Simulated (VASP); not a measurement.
# MgS in VASP: further runs

The runs below take MgS through single point, with PBE+D3(BJ), PBE, r2SCAN+rVV10, PBE0.

All numbers are computed with VASP 6.6.1; they aren't measurements. Logs are shortened: lines on timing, memory, paths and dates and some standing lists are left out, and cuts for length are marked.

### 1 The cell of the first run

The typed cell holds 2 atoms: a = 3.982 Å, b = 3.977 Å, c = 3.978 Å, α = 60.08°, β = 59.94°, γ = 59.97°.

### 2 Single point, PBE+D3(BJ) (the cell strained at random)

INCAR reads:

```
SYSTEM = MgS
ALGO = Normal
EDIFF = 1E-6
ENCUT = 520
GGA = PE
ISIF = 2
ISMEAR = 0
IVDW = 12
LASPH = .True.
LCHARG = .True.
LELF = .True.
LREAL = .False.
LVHAR = .True.
LWAVE = .False.
NBANDS = 11
NELM = 100
PREC = Accurate
SIGMA = 0.01
```

KPOINTS reads:

```
k-points
0
Gamma
  6 6 6
  0 0 0
```

POSCAR reads:

```
MgS
1.0
   -0.0000773264      2.8168534372      2.8151462399
    2.8087649926      0.0001261831      2.8149629373
    2.8086141425      2.8166020254      0.0002425534
S Mg
1 1
Direct
    0.2500187034      0.2499950556      0.2499747614
   -0.0000187034      0.0000049444      0.0000252386
```

Potentials or basis: VASP PAW PBE potentials, release 64 (S, Mg).

Command:

```sh
> cat potpaw_PBE.64/S/POTCAR potpaw_PBE.64/Mg/POTCAR > POTCAR
> mpirun -np 1 vasp_std > vasp.out
```

OUTCAR:

```text
SYSTEM = MgS
   EDIFF = 1E-6
   ENCUT = 520
   GGA = PE
   ISIF = 2
   ISMEAR = 0
   IVDW = 12
   LASPH = .True.
   LREAL = .False.
   NELM = 100
   PREC = Accurate
 IVDW          = 12

 ion  position               nearest neighbor table
   1  0.250  0.250  0.250-   2 2.44   2 2.44   2 2.44   2 2.44
   2  1.000  0.000  0.000-   1 2.44   1 2.44   1 2.44   1 2.44

  LATTYP: Found a base centered monoclinic cell.
 ALAT       =    30.2604023793
 B/A-ratio  =     0.1861617446
 C/A-ratio  =     0.2935851819
 COS(beta)  =    -0.9982686107

  Lattice vectors:

 A1 = ( -14.0436005892,  -2.8167291629,  -5.6302276788)
 A2 = ( -14.0438287657,   2.8166001166,  -5.6298018228)
 A3 = (   8.4262214541,   0.0000009544,   2.8150221881)

Analysis of symmetry for initial positions (statically):
=====================================================================
 Subroutine PRICEL returns:
 Original cell was already a primitive cell.

 Routine SETGRP: Setting up the symmetry group for a
 base centered monoclinic supercell.

 Subroutine GETGRP returns: Found  1 space group operations
 (whereof  1 operations were pure point group operations)
 out of a pool of  4 trial point group operations.

The static configuration has the point symmetry C_1 .

Analysis of symmetry for dynamics (positions and initial velocities):
=====================================================================
 Subroutine PRICEL returns:
 Original cell was already a primitive cell.

 Routine SETGRP: Setting up the symmetry group for a
 base centered monoclinic supercell.

 Subroutine GETGRP returns: Found  1 space group operations
 (whereof  1 operations were pure point group operations)
 out of a pool of  4 trial point group operations.

The dynamic configuration has the point symmetry C_1 .

 Subroutine INISYM returns: Found  1 space group operations
 (whereof  1 operations are pure point group operations),
 and found     1 'primitive' translations

----------------------------------------------------------------------------------------

                                     Primitive cell

  volume of cell :      44.5393

  direct lattice vectors                    reciprocal lattice vectors
    -0.000077326  2.816853437  2.815146240    -0.178014428  0.177494283  0.177614522
     2.808764993  0.000126183  2.814962937     0.178010680 -0.177521139  0.177633683
     2.808614143  2.816602025  0.000242553     0.178022342  0.177535560 -0.177638334

  length of vectors
     3.982425347  3.976578572  3.977632516     0.307799083  0.307823459  0.307841204

[... 89 lines left out ...]
   TEBEG  =    0.0;   TEEND  =   0.0 temperature during run
   PSTRESS=    0.0 pullay stress
   NELECT =       8.0000    total number of electrons
   NUPDOWN=      -1.0000    fix difference up-down
   EMIN   =  10.00;   EMAX   =-10.00  energy-range for DOS
   EFERMI =   0.00;   METHOD = LEGACY
   ISMEAR =     0;   SIGMA  =   0.01  broadening in eV -4-tet -1-fermi 0-gaus
   EFERMI_NEDOS =   21; number of points for ismear=-14 and -15
   IALGO  =     38    algorithm
   IMIX   =      4    mixing-type and parameters
     AMIX     =   0.40;   BMIX     =  1.00
     AMIX_MAG =   1.60;   BMIX_MAG =  1.00
  volume/ion in A,a.u.               =      22.27       150.28
  Fermi-wavevector in a.u.,A,eV,Ry     =   0.923685  1.745511 11.608406  0.853194
  Thomas-Fermi vector in A             =   2.049348
   LORBIT       =      0    0 simple, 1 ext, 2 COOP (PROOUT), +10 PAW based schemes
   GGA     = PE    functional components
   LHFCALC =     F    Hartree Fock is set to
   AEXX    =    0.0000 exact exchange contribution
   IVDW    =    12    specifies the selected vdW correction
   LEPSILON=     F    determine dielectric tensor
   LRPA    =     F    only Hartree local field effects (RPA)
 non-spin polarized calculation
 Gauss-broadening in eV      SIGMA  =   0.01
  energy-cutoff  :      520.00
  volume of cell :       44.54
 maximum number of plane-waves:      1243
 NGX is ok and might be reduce to    30
   NGX = 15   NGY = 15   NGZ = 15

 number of electron       8.0000001 magnetization

 Free energy of the ion-electron system (eV)
  ---------------------------------------------------
  ext. energy  EPLUGINS =         0.00000000
  ---------------------------------------------------
  free energy    TOTEN  =        -8.46220817 eV

  energy without entropy =       -8.46220817  energy(sigma->0) =       -8.46220817

 E-fermi :   1.2782     XC(G=0):  -8.4613

 val. band max:        1.1847904818   @ k =   0.0000   0.0000   0.0000
 cond. band min:       4.7315701786   @ k =   0.0000   0.0000   0.0000
 fundamental gap:      3.5467796968
 Fermi energy:         1.2781776839

 k-point     1 :       0.0000    0.0000    0.0000
  band No.  band energies     occupation
      1     -10.1487      2.00000
      2       1.1773      2.00000
      3       1.1791      2.00000
      4       1.1848      2.00000
      5       4.7316      0.00000
      6       9.1761      0.00000
      7       9.1780      0.00000
      8       9.1797      0.00000
      9      12.0282      0.00000
     10      12.0714      0.00000
     11      15.0584      0.00000
[... 309 lines left out ...]
 k-point    24 :       0.5000    0.0000    0.1667
  band No.  band energies     occupation
      1      -9.3883      2.00000
      2      -1.7376      2.00000
      3       0.2255      2.00000
      4       0.6472      2.00000
      5       6.9165      0.00000
      6       8.0172      0.00000
      7       9.6488      0.00000
      8       9.9895      0.00000
      9      12.9681      0.00000
     10      14.4851      0.00000
     11      15.4972      0.00000

 [... further k-points ...]

------------------------ aborting loop because EDIFF is reached ----------------------------------------

 Edisp (eV)   -0.55234

 E8    (eV) :    -0.2219

  FORCE on cell =-STRESS in cart. coord.  units (eV):
  Direction    XX          YY          ZZ          XY          YZ          ZX
  --------------------------------------------------------------------------------------
  -------------------------------------------------------------------------------------
  Total      -0.03279    -0.04773    -0.04440     0.00046    -0.00111    -0.00013
  in kB      -1.17969    -1.71682    -1.59726     0.01670    -0.03983    -0.00484
  external pressure =       -1.50 kB  Pullay stress =        0.00 kB

 VOLUME and BASIS-vectors are now :
 -----------------------------------------------------------------------------
  energy-cutoff  :      520.00
  volume of cell :       44.54
      direct lattice vectors                 reciprocal lattice vectors
    -0.000077326  2.816853437  2.815146240    -0.178014428  0.177494283  0.177614522
     2.808764993  0.000126183  2.814962937     0.178010680 -0.177521139  0.177633683
     2.808614143  2.816602025  0.000242553     0.178022342  0.177535560 -0.177638334

 POSITION                                       TOTAL-FORCE (eV/Angst)
 -----------------------------------------------------------------------------------
      1.40424      1.40838      1.40763         0.000040      0.000058     -0.000036
      0.00001      2.81687      2.81511        -0.000040     -0.000058      0.000036
 -----------------------------------------------------------------------------------
    total drift:                                0.000001      0.000001      0.000001

  FREE ENERGIE OF THE ION-ELECTRON SYSTEM (eV)
  ---------------------------------------------------
  free  energy   TOTEN  =        -9.0145450803 eV

  energy  without entropy=       -9.0145450803  energy(sigma->0) =       -9.01454508
```

OSZICAR:

```text
N       E                     dE             d eps       ncg     rms          rms(c)
DAV:   1     0.245204051836E+02    0.24520E+02   -0.34499E+03  2512   0.579E+02
DAV:   2    -0.708519736738E+01   -0.31606E+02   -0.29978E+02  2972   0.995E+01
DAV:   3    -0.896159525169E+01   -0.18764E+01   -0.18737E+01  3058   0.263E+01
DAV:   4    -0.897672810593E+01   -0.15133E-01   -0.15131E-01  2966   0.287E+00
DAV:   5    -0.897691169137E+01   -0.18359E-03   -0.18358E-03  3070   0.312E-01    0.409E+00
DAV:   6    -0.849068448405E+01    0.48623E+00   -0.12022E+00  2728   0.410E+00    0.315E+00
DAV:   7    -0.845531071065E+01    0.35374E-01   -0.27320E-01  2926   0.214E+00    0.247E+00
DAV:   8    -0.846284120601E+01   -0.75305E-02   -0.22851E-02  2713   0.914E-01    0.138E+00
DAV:   9    -0.846200088205E+01    0.84032E-03   -0.23547E-03  2773   0.242E-01    0.433E-01
DAV:  10    -0.846220175781E+01   -0.20088E-03   -0.62730E-04  2839   0.118E-01    0.877E-02
DAV:  11    -0.846220666589E+01   -0.49081E-05   -0.53645E-05  2942   0.300E-02    0.506E-02
DAV:  12    -0.846220817433E+01   -0.15084E-05   -0.60675E-06  2800   0.124E-02    0.655E-03
DAV:  13    -0.846220816893E+01    0.54014E-08   -0.26475E-07  2323   0.264E-03
   1 F= -.90145451E+01 E0= -.90145451E+01  d E =-.347874E-42
```

stdout:

```text
POSCAR found type information on POSCAR S Mg
 POSCAR found :  2 types and       2 ions
 scaLAPACK will be used
 -----------------------------------------------------------------------------
|                                                                             |
|           W    W    AA    RRRRR   N    N  II  N    N   GGGG   !!!           |
[... 18 lines left out ...]
|                                                                             |
 -----------------------------------------------------------------------------

 LDA part: xc-table for (Slater+PW92), standard interpolation
 POSCAR, INCAR and KPOINTS ok, starting setup
 FFT: planning ... GRIDC
 FFT: planning ... GRID_SOFT
 FFT: planning ... GRID
 WAVECAR not read
 entering main loop
```

It took 59 s on 1 thread of Intel Xeon 8259CL, shared host; peak memory 0.22 GiB.

What came out:

| Item | Value |
| --- | --- |
| Free energy | -9.0145 eV |
| Pressure | -0.1 GPa |
| Band gap on the k mesh | 3.55 eV |
| Dispersion energy per atom | -0.276 eV |

Caveat: the cell differs from its parent crystal (the cell strained at random). A k mesh can miss the band edges.

### 3 Single point, PBE

This run uses another cell than the first one, of 22.74 Å³/atom.

INCAR reads:

```
SYSTEM = MgS
ALGO     = Normal         ! electronic algorithm
EDIFF    = 1E-6           ! SCF threshold, eV
ENCUT    = 600            ! plane-wave cutoff, eV
GGA      = PE             ! functional
GGA_COMPAT= .FALSE.      
ISIF     = 2              ! what is computed and relaxed
ISMEAR   = 1              ! smearing method
LASPH    = .TRUE.         ! aspherical terms in the spheres
LCHARG   = .FALSE.        ! write CHGCAR
LREAL    = .FALSE.        ! projectors in reciprocal space
LWAVE    = .FALSE.        ! write WAVECAR
NBANDS   = 11             ! bands
NELM     = 120            ! most SCF steps
PREC     = Accurate       ! precision mode
SIGMA    = 0.15           ! smearing width, eV
```

KPOINTS reads:

```
k-points
0
G
  8 8 8
  0 0 0
```

POSCAR reads:

```
MgS
1.0
    0.0000000000      2.8331200450      2.8331200450
    2.8331200450      0.0000000000      2.8331200450
    2.8331200450      2.8331200450      0.0000000000
S Mg
1 1
Direct
    0.7500000000      0.7500000000      0.7500000000
    0.0000000000      0.0000000000      0.0000000000
```

Potentials or basis: VASP PAW PBE potentials, release 64 (S, Mg).

Command:

```sh
> cat potpaw_PBE.64/S/POTCAR potpaw_PBE.64/Mg/POTCAR > POTCAR
> mpirun -np 1 vasp_std > vasp.out
```

Wall time 8.2 s (1 thread of Intel Xeon 6975P-C (Granite Rapids), shared host); peak memory 0.17 GiB.

Results (log left out):

```
Free energy            : -8.4709 eV
Pressure               : 0.8 GPa
Band gap on the k mesh : 3.45 eV
```

Levels at points of the mesh, in eV from the valence-band top:
```csv
k point,band 2,band 3,band 4,band 5,band 6,band 7
"(0.00, 0.00, 0.00)",0.00,0.00,0.00,3.45,7.94,7.94
"(0.50, 0.00, 0.00)",-3.12,-0.33,-0.33,5.11,7.64,7.64
"(0.50, 0.50, 0.00)",-2.80,-1.03,-1.03,3.89,5.65,11.14
```

A k mesh can miss the band edges.

### 4 Single point, r2SCAN+rVV10

This run uses another cell than the first one, of 22.74 Å³/atom.

POSCAR is that of step 3.

INCAR.step1 reads:

```
SYSTEM = MgS
PREC = Accurate ; ENCUT = 660
ISMEAR = 0 ; SIGMA = 0.1
LREAL = .False. ; LASPH = .True.
NELM = 120 ; NBANDS = 11
GGA = PE ; ALGO = Normal
EDIFF = 1E-5 ; LWAVE = .True.
LCHARG = .False. ; GGA_COMPAT = .False.
```

INCAR.step2 reads:

```
SYSTEM = MgS
PREC = Accurate ; ENCUT = 660
EDIFF = 1E-6 ; ISMEAR = 0
SIGMA = 0.1 ; LREAL = .False.
LASPH = .True. ; NELM = 120
ALGO = Normal ; ISIF = 2
LWAVE = .False. ; LCHARG = .True.
METAGGA = R2SCAN ; LMIXTAU = .True.
LUSE_VDW = .True. ; IVDW_NL = 2
BPARAM = 11.95 ; CPARAM = 0.0093
LELF = .True. ; LVHAR = .True.
NBANDS = 11 ; ISTART = 1
GGA_COMPAT = .False.
```

KPOINTS reads:

```
regular mesh
0
Gamma
  8 8 8
  0 0 0
```

Command:

```sh
> cat potpaw_PBE.64/S/POTCAR potpaw_PBE.64/Mg/POTCAR > POTCAR
> cp INCAR.step1 INCAR
> mpirun -np 1 vasp_std > vasp.out
> cp INCAR.step2 INCAR
> mpirun -np 1 vasp_std > vasp.out
```

Wall time 1.7 min (1 thread of Intel Xeon 6975P-C (Granite Rapids), shared host); peak memory 0.39 GiB.

It converged, with:

* Free energy: -15.1671 eV
* Pressure: -0.8 GPa
* Band gap on the k mesh: 4.05 eV

Levels at points of the mesh, in eV from the valence-band top:
| k point | band 2 | band 3 | band 4 | band 5 | band 6 | band 7 |
| --- | --- | --- | --- | --- | --- | --- |
| (0.00, 0.00, 0.00) | 0.00 | 0.00 | 0.00 | 4.05 | 8.56 | 8.56 |
| (0.50, 0.00, 0.00) | -3.16 | -0.33 | -0.33 | 5.73 | 8.17 | 8.17 |
| (0.50, 0.50, 0.00) | -2.83 | -1.05 | -1.05 | 4.25 | 6.22 | 12.06 |

Caveat: the PAW data sets were made with another functional, which shifts forces and pressure a little. A k mesh can miss the band edges.

(Part 1 of 2 ends here.)
